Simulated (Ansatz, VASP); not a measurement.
Given: the input of a run of Ansatz 0.2.0 on MnO.

File input.yaml:

```yaml
crystal:
  lattice:
    - [0.0, 2.2675248097, 2.2675248097]
    - [2.2675248097, 0.0, 2.2675248097]
    - [2.2675248097, 2.2675248097, 0.0]
  atoms:
    - { symbol: Mn, position: [0.0, 0.0, 0.0], spin: 4.0 }
    - { symbol: O, position: [0.5, 0.5, 0.5] }
hamiltonian:
  xc: pbesol
  pseudopotentials: { kind: paw }
  dispersion: d4
magnetization:
  spin_polarized: true
kpoints:
  mp_grid: { grid: [10, 10, 10] }
scf:
  occupations: { method: fermi_dirac, width: 0.05 }
output:
  forces: true
  stress: true
  eigenvalues: true
```

Potentials or basis: Ansatz PAW.

Command:

```bash
$ ansatz run input.yaml --threads 2 --pin off --max-ram 5120MiB --backend cpu --events-out ev --progress --plain --runs-dir out
```

Translate it to VASP 6.6.1. Potentials there: VASP PAW PBE potentials, release 64 (Mn_pv, O).

As run (the cutoff follows the program's own potentials):

The input INCAR:

```
SYSTEM = MnO
  PREC = Accurate
  ENCUT = 520
  EDIFF = 1E-6
  ISMEAR = -1
  SIGMA = 0.05
  LREAL = .False.
  LASPH = .True.
  NELM = 150
  ALGO = Normal
  ISIF = 2
  LWAVE = .False.
  LCHARG = .False.
  ISPIN = 2
  MAGMOM = 4 0
  LORBIT = 11
  LMAXMIX = 4
  GGA = PS
  IVDW = 13
  NBANDS = 20
```

KPOINTS

```
Automatic mesh
0
Gamma
  10 10 10
  0 0 0
```

The input POSCAR:

```
MnO
1.0
    0.0000000000      2.2675248097      2.2675248097
    2.2675248097      0.0000000000      2.2675248097
    2.2675248097      2.2675248097      0.0000000000
Mn O
1 1
Direct
    0.0000000000      0.0000000000      0.0000000000
    0.5000000000      0.5000000000      0.5000000000
```

Potentials or basis: VASP PAW PBE potentials, release 64 (Mn_pv, O).

Command:

```sh
$ cat potpaw_PBE.64/Mn_pv/POTCAR potpaw_PBE.64/O/POTCAR > POTCAR
$ mpirun -np 1 vasp_std > vasp.out
```

Both were run:

|  | VASP | Ansatz | Ansatz less VASP |
| --- | --- | --- | --- |
| gap on the k mesh at the Fermi level (eV) | none | none | - |
| pressure (GPa) | -14.4 | -14.5 | -0.16 |
| net moment per atom (μB) | 2.43 | 2.43 | 0.000 |
| size of the moment on the site where the two differ most (μB) | 4.40 | 4.14 | -0.259 |

VASP's potentials were made for PBE, not for PBEsol. Site moments also hang on the region over which each program counts them. A gap of «none» marks a metal or a gap that the smearing closes. VASP's potentials hold 19 valence electrons a cell and Ansatz's 21, so a difference there can come from the potentials and not from the codes.
